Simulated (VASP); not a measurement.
Write the native input for VASP 6.6.1 that does the following.

```
Task                   : single point
Functional             : LDA
Potentials or basis    : VASP PAW LDA potentials, release 64 (Ge_d)
Cutoff                 : 520 eV
k mesh                 : 5 × 5 × 5
Occupations            : fermi-dirac, width 0.05 eV
Spin                   : no spin polarisation
Dipole correction      : no
Further INCAR settings : ALGO = Normal; EDIFF = 1e-06; NBANDS = 96
```

The structure of Ge lies in POSCAR:

```
Ge
1.0
    5.8551559947      0.0000000000      0.0000000000
    0.0000000000      5.8551559947      0.0000000000
    0.0000000000      0.0000000000      6.9331930869
Ge
12
Direct
    0.0894332689      0.0894332689      0.0000000000
    0.4105667311      0.5894332689      0.7500000000
    0.9105667311      0.9105667311      0.5000000000
    0.5894332689      0.4105667311      0.2500000000
    0.1724201826      0.3710639484      0.2586521517
    0.1289360516      0.6724201826      0.0086521517
    0.8275798174      0.6289360516      0.7586521517
    0.8710639484      0.3275798174      0.5086521517
    0.6724201826      0.1289360516      0.9913478483
    0.6289360516      0.8275798174      0.2413478483
    0.3275798174      0.8710639484      0.4913478483
    0.3710639484      0.1724201826      0.7413478483
```

One way to write it, as run:

INCAR

```
SYSTEM = Ge
PREC     = Accurate       ! precision mode
ENCUT    = 520            ! plane-wave cutoff, eV
EDIFF    = 1E-6           ! SCF threshold, eV
ISMEAR   = -1             ! smearing method
SIGMA    = 0.05           ! smearing width, eV
LREAL    = .False.        ! projectors in reciprocal space
LASPH    = .True.         ! aspherical terms in the spheres
NELM     = 100            ! most SCF steps
ALGO     = Normal         ! electronic algorithm
ISIF     = 2              ! what is computed and relaxed
LWAVE    = .False.        ! write WAVECAR
LCHARG   = .True.         ! write CHGCAR
LELF     = .True.         ! ELF
LVHAR    = .True.       
NBANDS   = 96             ! bands
```

KPOINTS

```
Automatic mesh
0
Gamma
  5 5 5
  0 0 0
```

Potentials or basis: VASP PAW LDA potentials, release 64 (Ge_d).

Command:

```console
$ cat potpaw_LDA.64/Ge_d/POTCAR > POTCAR
$ mpirun -np 1 vasp_std > vasp.out
```

It gave:

```yaml
Pressure: 0.2 GPa
Largest_force: 0.092 eV/Å
Band_gap_on_the_k_mesh: 0.71 eV (least direct gap 0.80 eV)
```

Caveat: an odd mesh through Γ misses points on the zone boundary, where band edges can lie.

Run time: 13 min on 1 thread of Intel Xeon 8259CL, on a shared host, peak memory 0.42 GiB.
